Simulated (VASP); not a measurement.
Set up this calculation in VASP 6.6.1, as the native input.

* Task: single point
* Functional: PBE
* Potentials or basis: VASP PAW PBE potentials, release 64 (Sc_sv, Ta_pv)
* Cutoff: 520 eV
* k mesh: 12 × 12 × 12
* Occupations: gaussian, width 0.1 eV
* Spin: no spin polarisation
* Dipole correction: no
* Further INCAR settings: ALGO = Fast; EDIFF = 1e-07; NBANDS = 30

The structure of ScTa3 lies in POSCAR:

```
ScTa3
1.0
    4.7712626253      0.0000000000      0.0000000000
    0.0000000000      4.7712626253      0.0000000000
    0.0000000000      0.0000000000      3.3421796441
Sc Ta
1 3
Direct
    0.0000000000      0.0000000000      0.0000000000
    0.0000000000      0.5000000000      0.5000000000
    0.5000000000      0.0000000000      0.5000000000
    0.5000000000      0.5000000000      0.0000000000
```

One way to write it, as run:

INCAR

```
ALGO     = Fast           # electronic algorithm
EDIFF    = 1E-7           # SCF threshold, eV
ENCUT    = 520            # plane-wave cutoff, eV
GGA      = PE             # functional
ISIF     = 2              # what is computed and relaxed
ISMEAR   = 0              # smearing method
LASPH    = T              # aspherical terms in the spheres
LCHARG   = F              # write CHGCAR
LREAL    = F              # projectors in reciprocal space
LWAVE    = F              # write WAVECAR
NBANDS   = 30             # bands
NELM     = 60             # most SCF steps
PREC     = Accurate       # precision mode
SIGMA    = 0.1            # smearing width, eV
```

KPOINTS

```
k-points
0
Gamma
  12 12 12
```

Potentials or basis: VASP PAW PBE potentials, release 64 (Sc_sv, Ta_pv).

Run with:

```console
$ cat potpaw_PBE.64/Sc_sv/POTCAR potpaw_PBE.64/Ta_pv/POTCAR > POTCAR
$ mpirun -np 1 vasp_std > vasp.out
```

Results of the run:

The pressure is 0.1 GPa and the band gap on the k mesh is zero (bands 22 and 23 overlap by 1.98 eV).

Caveat: spin-orbit coupling is left out, which moves the levels of the heavy elements.

Wall time 5.8 min on 1 thread of Intel(R) Xeon(R) Platinum 8488C (Sapphire Rapids) (shared host), peak memory 0.49 GiB.
